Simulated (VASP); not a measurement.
Write the native input for VASP 6.6.1 that does the following.

| Property | Result |
| --- | --- |
| Task | single point |
| Functional | RPBE |
| Potentials or basis | VASP PAW PBE potentials, release 64 (Re, Bi_d) |
| Cutoff | 520 eV |
| k mesh | 10 × 10 × 10 |
| Occupations | tetrahedron |
| Spin | no spin polarisation |
| Dipole correction | no |
| Further INCAR settings | ALGO = Normal; EDIFF = 1e-07; NBANDS = 18 |

The structure of ReBi lies in POSCAR:

```
ReBi
1.0
    0.0000000000      3.1097581038      3.1097581038
    3.1097581038      0.0000000000      3.1097581038
    3.1097581038      3.1097581038      0.0000000000
Re Bi
1 1
Direct
    0.0000000000      0.0000000000      0.0000000000
    0.2500000000      0.2500000000      0.2500000000
```

The input as run:

INCAR

```
SYSTEM = ReBi
  PREC = Accurate
  ENCUT = 520
  EDIFF = 1E-7
  ISMEAR = -5
  SIGMA = 0.1
  LREAL = .False.
  LASPH = .True.
  NELM = 80
  ALGO = Normal
  ISIF = 2
  LWAVE = .False.
  LCHARG = .True.
  GGA = RP
  LELF = .True.
  LVHAR = .True.
  NBANDS = 18
```

KPOINTS

```
Automatic mesh
0
Gamma
  10 10 10
  0 0 0
```

Potentials or basis: VASP PAW PBE potentials, release 64 (Re, Bi_d).

Command:

```sh
$ cat potpaw_PBE.64/Re/POTCAR potpaw_PBE.64/Bi_d/POTCAR > POTCAR
$ mpirun -np 1 vasp_std > vasp.out
```

Results of the run:

```json
{"Pressure": "1.7 GPa", "Band gap on the k mesh": "zero (filled and empty bands overlap)"}
```

Caveat: the PAW data sets were made with another functional, which shifts forces and pressure a little; spin-orbit coupling is left out, which moves the levels of the heavy elements; tetrahedron occupations give inexact forces and stress in metals.

It took 100 s on 1 thread of Intel(R) Xeon(R) Platinum 8259CL CPU @ 2.50GHz (Skylake/Cascade Lake), on a shared host, peak memory 0.23 GiB.
